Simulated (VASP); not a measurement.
# Ca (I4/mmm) in VASP: a series of runs, part 2 of 3

VASP 6.6.1. Earlier steps stand in the parts before.

## Step 3: Single point, PBEsol (strain +0.015 along x and y, +0.000 along z)

File INCAR:

```
ALGO = Normal
EDIFF = 1E-6
ENCUT = 520
GGA = PS
ISIF = 2
ISMEAR = 0
LASPH = True
LCHARG = False
LREAL = False
LWAVE = False
NBANDS = 11
NELM = 60
PREC = Accurate
SIGMA = 0.15
```

File KPOINTS:

```
k-points
0
Gamma
  14 14 14
```

File POSCAR:

```
Ca
1.0
    0.0000000000      2.8361130000      2.7942000000
    2.8361130000      0.0000000000      2.7942000000
    2.8361130000      2.8361130000      0.0000000000
Ca
1
Direct
    0.0000000000      0.0000000000      0.0000000000
```

Potentials or basis: VASP PAW PBE potentials, release 64 (Ca_sv).

The run is started by

```
$ cat potpaw_PBE.64/Ca_sv/POTCAR > POTCAR
$ mpirun -np 1 vasp_std > vasp.out
```

OUTCAR:

```text
EDIFF = 1E-6
   ENCUT = 520
   GGA = PS
   ISIF = 2
   ISMEAR = 0
   LASPH = True
   LREAL = False
   NELM = 60
   PREC = Accurate

 ion  position               nearest neighbor table
   1  0.000  0.000  0.000-

  LATTYP: Found a body centered tetragonal cell.
 ALAT       =     4.0108694690
 C/A-ratio  =     1.3933138546

  Lattice vectors:

 A1 = (   0.0000000000,  -2.8361130000,  -2.7942000000)
 A2 = (   0.0000000000,   2.8361130000,  -2.7942000000)
 A3 = (   2.8361130000,   0.0000000000,   2.7942000000)

Analysis of symmetry for initial positions (statically):
=====================================================================
 Subroutine PRICEL returns:
 Original cell was already a primitive cell.

 Routine SETGRP: Setting up the symmetry group for a
 body centered tetragonal supercell.

 Subroutine GETGRP returns: Found 16 space group operations
 (whereof 16 operations were pure point group operations)
 out of a pool of 16 trial point group operations.

The static configuration has the point symmetry D_4h.

Analysis of symmetry for dynamics (positions and initial velocities):
=====================================================================
 Subroutine PRICEL returns:
 Original cell was already a primitive cell.

 Routine SETGRP: Setting up the symmetry group for a
 body centered tetragonal supercell.

 Subroutine GETGRP returns: Found 16 space group operations
 (whereof 16 operations were pure point group operations)
 out of a pool of 16 trial point group operations.

The dynamic configuration has the point symmetry D_4h.

 Subroutine INISYM returns: Found 16 space group operations
 (whereof 16 operations are pure point group operations),
 and found     1 'primitive' translations

----------------------------------------------------------------------------------------

                                     Primitive cell

  volume of cell :      44.9505

  direct lattice vectors                    reciprocal lattice vectors
     0.000000000  2.836113000  2.794200000    -0.176297630  0.176297630  0.178942094
     2.836113000  0.000000000  2.794200000     0.176297630 -0.176297630  0.178942094
     2.836113000  2.836113000  0.000000000     0.176297630  0.176297630 -0.178942094

  length of vectors
     3.981342812  3.981342812  4.010869469     0.306890830  0.306890830  0.306890830

  position of ions in fractional coordinates (direct lattice)
     0.000000000  0.000000000  0.000000000

  ion indices of the primitive-cell ions
   primitive index   ion index
                 1           1

----------------------------------------------------------------------------------------

 KPOINTS: k-points

Automatic generation of k-mesh.
 Grid dimensions read from file:
 generate k-points for:   14   14   14

 Generating k-lattice:

  Cartesian coordinates                     Fractional coordinates (reciprocal lattice)
    -0.012592688  0.012592688  0.012781578     0.071428571  0.000000000  0.000000000
     0.012592688 -0.012592688  0.012781578     0.000000000  0.071428571  0.000000000
     0.012592688  0.012592688 -0.012781578     0.000000000  0.000000000  0.071428571

  Length of vectors
     0.021920774  0.021920774  0.021920774

  Shift w.r.t. Gamma in fractional coordinates (k-lattice)
     0.000000000  0.000000000  0.000000000

 Subroutine IBZKPT returns following result:
 ===========================================

 Found    244 irreducible k-points:

 Following reciprocal coordinates:
            Coordinates               Weight
  0.000000  0.000000  0.000000      1.000000
  0.071429  0.000000  0.000000      8.000000
  0.142857 -0.000000  0.000000      8.000000
  0.214286 -0.000000  0.000000      8.000000
  0.285714 -0.000000  0.000000      8.000000
  0.357143 -0.000000  0.000000      8.000000
[... 16 lines left out ...]
  0.214286  0.142857  0.000000      8.000000
  0.285714  0.142857  0.000000      8.000000
 [... further k-points ...]
   k-points           NKPTS =    244   k-points in BZ     NKDIM =    244   number of bands    NBANDS=     11
   number of dos      NEDOS =    301   number of ions     NIONS =      1
   total plane-waves  NPLWV =  27000
   dimension x,y,z NGX =    30 NGY =   30 NGZ =   30
   dimension x,y,z NGXF=    60 NGYF=   60 NGZF=   60
   ions per type =               1
   NGX,Y,Z   is equivalent  to a cutoff of  12.53, 12.53, 12.43 a.u.
   NGXF,Y,Z  is equivalent  to a cutoff of  25.05, 25.05, 24.87 a.u.
 SYSTEM =  unknown system
   PREC   = accura    normal or accurate (medium, high low for compatibility)
   ISTART =      0    job   : 0-new  1-cont  2-samecut
   ICHARG =      2    charge: 1-file 2-atom 10-const
   ISPIN  =      1    spin polarized calculation?
   LNONCOLLINEAR =      F non collinear calculations
   LSORBIT =      F    spin-orbit coupling
   LASPH  =      T    aspherical Exc in radial PAW
   ENCUT  =  520.0 eV  38.22 Ry    6.18 a.u.   7.40  7.40  7.46*2*pi/ulx,y,z
   NELM   =     60;   NELMIN=  2; NELMDL= -5     # of ELM steps
   EDIFF  = 0.1E-05   stopping-criterion for ELM
   LREAL  =      F    real-space projection
   EDIFFG = 0.1E-04   stopping-criterion for IOM
   NSW    =      0    number of steps for IOM
   IBRION =     -1    ionic relax: 0-MD 1-quasi-New 2-CG
   NFREE  =      0    steps in history (QN), initial steepest desc. (CG)
   ISIF   =      2    stress and relaxation
   ISYM   =      2    0-nonsym 1-usesym 2-fastsym
   POTIM  = 0.5000    time-step for ionic-motion
   TEBEG  =    0.0;   TEEND  =   0.0 temperature during run
   PSTRESS=    0.0 pullay stress
   NELECT =      10.0000    total number of electrons
   NUPDOWN=      -1.0000    fix difference up-down
   EMIN   =  10.00;   EMAX   =-10.00  energy-range for DOS
   EFERMI =   0.00;   METHOD = LEGACY
   ISMEAR =     0;   SIGMA  =   0.15  broadening in eV -4-tet -1-fermi 0-gaus
   EFERMI_NEDOS =   21; number of points for ismear=-14 and -15
   IALGO  =     38    algorithm
   IMIX   =      4    mixing-type and parameters
     AMIX     =   0.40;   BMIX     =  1.00
     AMIX_MAG =   1.60;   BMIX_MAG =  1.00
  volume/ion in A,a.u.               =      44.95       303.34
  Fermi-wavevector in a.u.,A,eV,Ry     =   0.991966  1.874543 13.388077  0.983996
  Thomas-Fermi vector in A             =   2.123744
   LORBIT       =      0    0 simple, 1 ext, 2 COOP (PROOUT), +10 PAW based schemes
   GGA     = PS    functional components
   LHFCALC =     F    Hartree Fock is set to
   AEXX    =    0.0000 exact exchange contribution
   IVDW    =     0    specifies the selected vdW correction
   LEPSILON=     F    determine dielectric tensor
   LRPA    =     F    only Hartree local field effects (RPA)
 non-spin polarized calculation
 Gauss-broadening in eV      SIGMA  =   0.15
  energy-cutoff  :      520.00
  volume of cell :       44.95
 maximum number of plane-waves:      1243
 NGX is ok and might be reduce to    30
   NGX = 15   NGY = 15   NGZ = 15

 number of electron      10.0000000 magnetization

 Free energy of the ion-electron system (eV)
  ---------------------------------------------------
  ext. energy  EPLUGINS =         0.00000000
  ---------------------------------------------------
  free energy    TOTEN  =        -2.11966387 eV

  energy without entropy =       -2.10481885  energy(sigma->0) =       -2.11224136

 E-fermi :   1.6474     XC(G=0):  -7.6129

 val. band max:        1.6408371968   @ k =  -0.2143   0.4286   0.3571
 cond. band min:       1.6476901030   @ k =  -0.3571   0.0714   0.4286
 fundamental gap:      0.0068529062
 Fermi energy:         1.6473739699

 k-point     1 :       0.0000    0.0000    0.0000
  band No.  band energies     occupation
      1     -40.3415      2.00000
      2     -21.3401      2.00000
      3     -21.3401      2.00000
      4     -21.3392      2.00000
      5      -2.2697      2.00000
      6       3.8709      0.00000
      7       3.8709      0.00000
      8       3.9338      0.00000
      9       4.8501      0.00000
     10       4.9298      0.00000
     11      10.5121      0.00000
[... 309 lines left out ...]
 k-point    24 :       0.2857    0.1429    0.0000
  band No.  band energies     occupation
      1     -40.3353      2.00000
      2     -21.3955      2.00000
      3     -21.3564      2.00000
      4     -21.3539      2.00000
      5      -1.0946      2.00000
      6       2.9892      0.00000
      7       3.9036      0.00000
      8       4.1482      0.00000
      9       4.5845      0.00000
     10       5.1560      0.00000
     11       8.9071      0.00000

 [... further k-points ...]

------------------------ aborting loop because EDIFF is reached ----------------------------------------

  FORCE on cell =-STRESS in cart. coord.  units (eV):
  Direction    XX          YY          ZZ          XY          YZ          ZX
  --------------------------------------------------------------------------------------
  -------------------------------------------------------------------------------------
  Total       -0.4489833     -0.4489833     -0.4203483      0.0000000     -0.0000000      0.0000000
  in kB      -16.0031791    -16.0031791    -14.9825362      0.0000000     -0.0000000      0.0000000
  external PRESSURE =     -15.6629648 kB  Pullay stress =       0.0000000 kB

 VOLUME and BASIS-vectors are now :
 -----------------------------------------------------------------------------
  energy-cutoff  :      520.00
  volume of cell :       44.95
      direct lattice vectors                 reciprocal lattice vectors
     0.000000000  2.836113000  2.794200000    -0.176297630  0.176297630  0.178942094
     2.836113000  0.000000000  2.794200000     0.176297630 -0.176297630  0.178942094
     2.836113000  2.836113000  0.000000000     0.176297630  0.176297630 -0.178942094

 POSITION                                       TOTAL-FORCE (eV/Angst)
 -----------------------------------------------------------------------------------
      0.00000      0.00000      0.00000        -0.000000     -0.000000      0.000000
 -----------------------------------------------------------------------------------
    total drift:                               -0.000000     -0.000000     -0.000000

  FREE ENERGIE OF THE ION-ELECTRON SYSTEM (eV)
  ---------------------------------------------------
  free  energy   TOTEN  =        -2.1196638662 eV

  energy  without entropy=       -2.1048188542  energy(sigma->0) =       -2.11224136
```

OSZICAR:

```text
N       E                     dE             d eps       ncg     rms          rms(c)
DAV:   1     0.664181325064E+02    0.66418E+02   -0.49062E+03  5368   0.810E+02
DAV:   2    -0.604878529141E+00   -0.67023E+02   -0.66448E+02  5943   0.207E+02
DAV:   3    -0.204535162757E+01   -0.14405E+01   -0.14223E+01  7840   0.302E+01
DAV:   4    -0.212310188589E+01   -0.77750E-01   -0.77481E-01  7246   0.547E+00
DAV:   5    -0.212467753374E+01   -0.15756E-02   -0.15754E-02  7492   0.671E-01    0.233E+00
DAV:   6    -0.212147704685E+01    0.32005E-02   -0.74235E-03  6636   0.101E+00    0.140E+00
DAV:   7    -0.211979501584E+01    0.16820E-02   -0.13964E-02  5681   0.145E+00    0.872E-02
DAV:   8    -0.211965702293E+01    0.13799E-03   -0.10243E-03  6748   0.269E-01    0.194E-02
DAV:   9    -0.211966347637E+01   -0.64534E-05   -0.73663E-05  6972   0.735E-02    0.658E-03
DAV:  10    -0.211966386620E+01   -0.38983E-06   -0.65707E-06  8070   0.220E-02
   1 F= -.21196639E+01 E0= -.21122414E+01  d E =-.148450E-01
```

stdout:

```text
POSCAR found type information on POSCAR Ca
 POSCAR found :  1 types and       1 ions
 scaLAPACK will be used
 -----------------------------------------------------------------------------
|                                                                             |
|                                                                             |
|     You enforced a specific xc type in the INCAR file but a different       |
|     I HOPE YOU KNOW WHAT YOU ARE DOING!                                     |
|                                                                             |
 -----------------------------------------------------------------------------

 LDA part: xc-table for (Slater+PW92), standard interpolation
 POSCAR, INCAR and KPOINTS ok, starting setup
 FFT: planning ... GRIDC
 FFT: planning ... GRID_SOFT
 FFT: planning ... GRID
 WAVECAR not read
 entering main loop
```

It took 3.3 min on 1 thread of Oxide Virtual Turin-like, shared host; peak memory 0.22 GiB.

Results:

- Free energy: -2.1197 eV
- Pressure: -1.6 GPa
- Band gap on the k mesh: zero (band 5 reaches 1.84 eV, above the bottom of band 6 at 1.45 eV)

Caveat: the cell differs from its parent crystal (strain +0.015 along x and y, +0.000 along z); the PAW data sets were made with another functional, which shifts forces and pressure a little.

## Step 4: Single point, PBEsol (strain +0.030 along x and y, +0.000 along z)

File INCAR:

```
SYSTEM = Ca
PREC = Accurate
ENCUT = 520
EDIFF = 1E-7
ISMEAR = 0
SIGMA = 0.15
LREAL = .False.
LASPH = .True.
NELM = 100
ALGO = Fast
ISIF = 2
LWAVE = .False.
LCHARG = .False.
GGA = PS
NBANDS = 11
```

File KPOINTS:

```
Automatic mesh
0
Gamma
  14 14 14
  0 0 0
```

File POSCAR:

```
Ca
1.0
    0.0000000000      2.8780260000      2.7942000000
    2.8780260000      0.0000000000      2.7942000000
    2.8780260000      2.8780260000      0.0000000000
Ca
1
Direct
    0.0000000000      0.0000000000      0.0000000000
```

Potentials or basis: VASP PAW PBE potentials, release 64 (Ca_sv).

The run is started by

```
$ cat potpaw_PBE.64/Ca_sv/POTCAR > POTCAR
$ mpirun -np 1 vasp_std > vasp.out
```

OUTCAR:

```text
SYSTEM = Ca
   PREC = Accurate
   ENCUT = 520
   EDIFF = 1E-7
   ISMEAR = 0
   LREAL = .False.
   LASPH = .True.
   NELM = 100
   ISIF = 2
   GGA = PS

 ion  position               nearest neighbor table
   1  0.000  0.000  0.000-

  LATTYP: Found a body centered tetragonal cell.
 ALAT       =     4.0701434021
 C/A-ratio  =     1.3730228761

  Lattice vectors:

 A1 = (   0.0000000000,  -2.8780260000,  -2.7942000000)
 A2 = (   0.0000000000,   2.8780260000,  -2.7942000000)
[... 518 lines left out ...]

 [... further k-points ...]

------------------------ aborting loop because EDIFF is reached ----------------------------------------

  FORCE on cell =-STRESS in cart. coord.  units (eV):
  Direction    XX          YY          ZZ          XY          YZ          ZX
  --------------------------------------------------------------------------------------
  -------------------------------------------------------------------------------------
  Total       -0.5673739     -0.5673739     -0.5150724      0.0000000      0.0000000      0.0000000
  in kB      -19.6382621    -19.6382621    -17.8279725      0.0000000      0.0000000      0.0000000
  external PRESSURE =     -19.0348322 kB  Pullay stress =       0.0000000 kB

 VOLUME and BASIS-vectors are now :
 -----------------------------------------------------------------------------
  energy-cutoff  :      520.00
  volume of cell :       46.29
      direct lattice vectors                 reciprocal lattice vectors
     0.000000000  2.878026000  2.794200000    -0.173730189  0.173730189  0.178942094
     2.878026000  0.000000000  2.794200000     0.173730189 -0.173730189  0.178942094
     2.878026000  2.878026000  0.000000000     0.173730189  0.173730189 -0.178942094

 POSITION                                       TOTAL-FORCE (eV/Angst)
 -----------------------------------------------------------------------------------
      0.00000      0.00000      0.00000         0.000000      0.000000      0.000000
 -----------------------------------------------------------------------------------
    total drift:                               -0.000000     -0.000000     -0.000000

  FREE ENERGIE OF THE ION-ELECTRON SYSTEM (eV)
  ---------------------------------------------------
  free  energy   TOTEN  =        -2.1050349458 eV

  energy  without entropy=       -2.0901469849  energy(sigma->0) =       -2.09759097
```

OSZICAR:

```text
N       E                     dE             d eps       ncg     rms          rms(c)
DAV:   1     0.649259821883E+02    0.64926E+02   -0.49209E+03  5368   0.808E+02
DAV:   2    -0.559603813391E+00   -0.65486E+02   -0.64917E+02  5932   0.204E+02
DAV:   3    -0.203990342114E+01   -0.14803E+01   -0.14620E+01  8128   0.300E+01
DAV:   4    -0.210685253012E+01   -0.66949E-01   -0.66726E-01  7095   0.493E+00
DAV:   5    -0.210836203946E+01   -0.15095E-02   -0.15092E-02  7570   0.619E-01    0.235E+00
RMM:   6    -0.210621081672E+01    0.21512E-02   -0.59517E-03  5765   0.983E-01    0.144E+00
RMM:   7    -0.210493564735E+01    0.12752E-02   -0.20392E-02  6055   0.189E+00    0.108E-01
RMM:   8    -0.210495805213E+01   -0.22405E-04   -0.32781E-03  6660   0.489E-01    0.255E-02
RMM:   9    -0.210501013355E+01   -0.52081E-04   -0.71464E-04  7546   0.210E-01    0.273E-02
RMM:  10    -0.210503230089E+01   -0.22167E-04   -0.11746E-04  8307   0.859E-02    0.198E-02
RMM:  11    -0.210503326717E+01   -0.96628E-06   -0.67626E-05  7873   0.678E-02    0.188E-02
RMM:  12    -0.210503406503E+01   -0.79786E-06   -0.96443E-06  8256   0.258E-02    0.107E-02
RMM:  13    -0.210503550705E+01   -0.14420E-05   -0.29173E-06  7688   0.190E-02    0.541E-03
RMM:  14    -0.210503472194E+01    0.78511E-06   -0.95541E-07  7709   0.652E-03    0.147E-03
RMM:  15    -0.210503488664E+01   -0.16470E-06   -0.22021E-07  6424   0.320E-03    0.476E-04
RMM:  16    -0.210503494581E+01   -0.59171E-07   -0.46690E-08  5193   0.161E-03
   1 F= -.21050349E+01 E0= -.20975910E+01  d E =-.148880E-01
```

stdout:

```text
POSCAR found type information on POSCAR Ca
 POSCAR found :  1 types and       1 ions
 scaLAPACK will be used
 -----------------------------------------------------------------------------
|                                                                             |
|                                                                             |
|     You enforced a specific xc type in the INCAR file but a different       |
[... 19 lines left out ...]
WARNING in EDDRMM: call to ZHEGV failed, returncode =   6  3      5
WARNING in EDDRMM: call to ZHEGV failed, returncode =   8  4      8
WARNING in EDDRMM: call to ZHEGV failed, returncode =   6  3      6
WARNING in EDDRMM: call to ZHEGV failed, returncode =   6  3      5
WARNING in EDDRMM: call to ZHEGV failed, returncode =   6  3     10
WARNING in EDDRMM: call to ZHEGV failed, returncode =   8  4      8
WARNING in EDDRMM: call to ZHEGV failed, returncode =   6  3     10
```

It took 4.6 min on 1 thread of Oxide Virtual Turin-like, shared host; peak memory 0.23 GiB.

Results:

| Item | Value |
| --- | --- |
| Free energy | -2.1050 eV |
| Pressure | -1.9 GPa |
| Band gap on the k mesh | zero (band 5 reaches 1.76 eV, above the bottom of band 6 at 1.33 eV) |

Stress tensor (GPa, compression positive):
```
-1.96  0.00  0.00
 0.00 -1.96  0.00
 0.00  0.00 -1.78
```

Caveat: the cell differs from its parent crystal (strain +0.030 along x and y, +0.000 along z); the PAW data sets were made with another functional, which shifts forces and pressure a little.

(Continued in part 3 of 3.)
